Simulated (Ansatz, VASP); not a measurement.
# Two plane-wave programs on Y

Contents of INCAR:

```
  PREC = Accurate
  ENCUT = 520
  EDIFF = 1E-6
  ISMEAR = -1
  SIGMA = 0.1
  LREAL = False
  LASPH = True
  NELM = 100
  ALGO = Normal
  ISIF = 2
  LWAVE = False
  LCHARG = False
  GGA = PE
  NBANDS = 18
```

Contents of KPOINTS:

```
Automatic mesh
0
Gamma
  9 9 5
```

Contents of POSCAR:

```
Y
1.0
    3.7189358085      0.0000000000      0.0000000000
   -1.8594679043      3.2206928263      0.0000000000
    0.0000000000      0.0000000000      5.8429932402
Y
2
Direct
    0.3333333333      0.6666666667      0.2500000000
    0.6666666667      0.3333333333      0.7500000000
```

Input for Ansatz:

```yaml
crystal:
  lattice:
    - [3.718935808502792, 0.0, 0.0]
    - [-1.859467904251396, 3.220692826310774, 0.0]
    - [0.0, 0.0, 5.842993240172753]
  atoms:
    - { symbol: "Y", position: [0.3333333333333333, 0.6666666666666666, 0.25] }
    - { symbol: "Y", position: [0.6666666666666666, 0.3333333333333333, 0.75] }
basis:
  ecutwfc: 421.77648681281397
kpoints:
  mp_grid:
    grid: [9, 9, 5]
hamiltonian:
  xc: pbe
scf:
  convergence:
    dr2_threshold: 1.0e-10
  occupations:
    method: fermi_dirac
output:
  stress: true
```

Alike in both runs: task single point; functional PBE; k mesh 9 × 9 × 5; no spin polarisation.

|  | VASP | Ansatz |
| --- | --- | --- |
| version | VASP 6.6.1 | Ansatz 0.2.0 |
| potentials or method | VASP PAW PBE potentials, release 64 (Y_sv), cutoff 520 eV | plane waves, PAW |
| occupations | fermi-dirac, width 0.1 eV | fermi-dirac |
| valence electrons in the cell | 22 | 22 |

VASP gave:

| Quantity | Value |
| --- | --- |
| pressure (GPa) | -2.3 |
| traceless stress, the component that is largest in VASP (GPa) | -0.18 |

Question: Estimate Ansatz's values.

Answer: Pressure (GPa): -2.2; traceless stress, the component that is largest in VASP (GPa): -0.19.
